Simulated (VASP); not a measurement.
Set up this calculation in VASP 6.6.1, as the native input.

```
Task                   : relaxation of cell and atoms
Functional             : PBE
Potentials or basis    : VASP PAW PBE potentials, release 64 (Mg, Zr_sv, C)
Cutoff                 : 600 eV
k mesh                 : 6 × 6 × 6
Occupations            : gaussian, width 0.1 eV
Spin                   : no spin polarisation
Dipole correction      : no
Further INCAR settings : ALGO = Normal; EDIFF = 1e-07; IBRION = 2; EDIFFG = -0.04; NSW = 90; ISIF = 3
```

The structure of MgZrC lies in POSCAR:

```
MgZrC
1.0
    3.4502828100      0.0000000000      0.0000000000
    0.0000000000      3.4834426800      0.0000000000
    0.0000000000      0.0000000000      3.5907970200
Mg Zr C
1 1 1
Direct
    0.5000000000      0.5000000000      0.5000000000
    0.0000000000      0.0000000000      0.0000000000
    0.5000000000      0.5000000000      0.0000000000
```

The input as run:

INCAR

```
PREC = Accurate
ENCUT = 600
EDIFF = 1E-7
ISMEAR = 0
SIGMA = 0.1
LREAL = F
LASPH = T
NELM = 80
ALGO = Normal
ISIF = 3
LWAVE = F
LCHARG = F
GGA = PE
IBRION = 2
NSW = 90
EDIFFG = -0.04
```

KPOINTS

```
Automatic mesh
0
Gamma
  6 6 6
```

Potentials or basis: VASP PAW PBE potentials, release 64 (Mg, Zr_sv, C).

Run with:

```bash
$ cat potpaw_PBE.64/Mg/POTCAR potpaw_PBE.64/Zr_sv/POTCAR potpaw_PBE.64/C/POTCAR > POTCAR
$ mpirun -np 1 vasp_std > vasp.out
```

Results of the run:

```json
{
 "Relaxed volume": "16.09 Å³/atom",
 "Relaxed cell": "a = 3.267 Å, b = 3.273 Å, c = 4.516 Å, α = 90.00°, β = 90.00°, γ = 90.00°",
 "Space group after relaxing (to 0.05 Å)": "P4/mmm (No. 123)",
 "Energy gained by relaxing": "736.6 meV/atom",
 "Ionic steps": "7",
 "Pressure after relaxing": "-0.2 GPa",
 "Band gap on the k mesh": "zero (band 9 reaches 7.21 eV, above the bottom of band 10 at 5.10 eV)"
}
```

Run time: 7.7 min on 1 thread of Oxide Virtual Turin-like Processor, on a shared host, peak memory 0.17 GiB.
